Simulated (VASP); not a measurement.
Wanted: the native input for a VASP 6.6.1 run.

```yaml
Task: single point
Functional: PBEsol
Dispersion: D3(BJ)
Potentials_or_basis: VASP PAW PBE potentials, release 64 (Sn_d, Se)
Cutoff: 520 eV
k_mesh: 12 × 12 × 6
Occupations: gaussian, width 0.02 eV
Spin: no spin polarisation
Dipole_correction: no
Further_INCAR_settings: ALGO = Normal; EDIFF = 1e-07; NBANDS = 20
```

The structure of SnSe2 lies in POSCAR:

```
SnSe2
1.0
    3.7753761945      0.0000000000      0.0000000000
   -1.8876880972      3.2695716933      0.0000000000
    0.0000000000      0.0000000000      5.6387460704
Sn Se
1 2
Direct
    0.0000000000      0.0000000000      0.0000000000
    0.3333333333      0.6666666667      0.2814683480
    0.6666666667      0.3333333333      0.7185316520
```

These files were run (other wordings do the same):

INCAR

```
PREC = Accurate
ENCUT = 520
EDIFF = 1E-7
ISMEAR = 0
SIGMA = 0.02
LREAL = False
LASPH = True
NELM = 100
ALGO = Normal
ISIF = 2
LWAVE = False
LCHARG = False
GGA = PS
IVDW = 12
NBANDS = 20
```

KPOINTS

```
Automatic mesh
0
Gamma
  12 12 6
```

Potentials or basis: VASP PAW PBE potentials, release 64 (Sn_d, Se).

Run with:

```bash
$ cat potpaw_PBE.64/Sn_d/POTCAR potpaw_PBE.64/Se/POTCAR > POTCAR
$ mpirun -np 1 vasp_std > vasp.out
```

Results of the run:

The pressure is 1.4 GPa, the largest force is 0.018 eV/Å and the band gap on the k mesh is zero (bands 13 and 14 overlap by 0.10 eV). The dispersion energy per atom is -0.366 eV.

Caveat: semilocal functionals underestimate gaps, so a narrow gap can read as zero; the PAW data sets were made with another functional, which shifts forces and pressure a little; spin-orbit coupling is left out, which moves the levels of the heavy elements.

Run time: 3 min on 1 thread of Intel Xeon 8259CL, with other jobs on the host, peak memory 0.28 GiB.
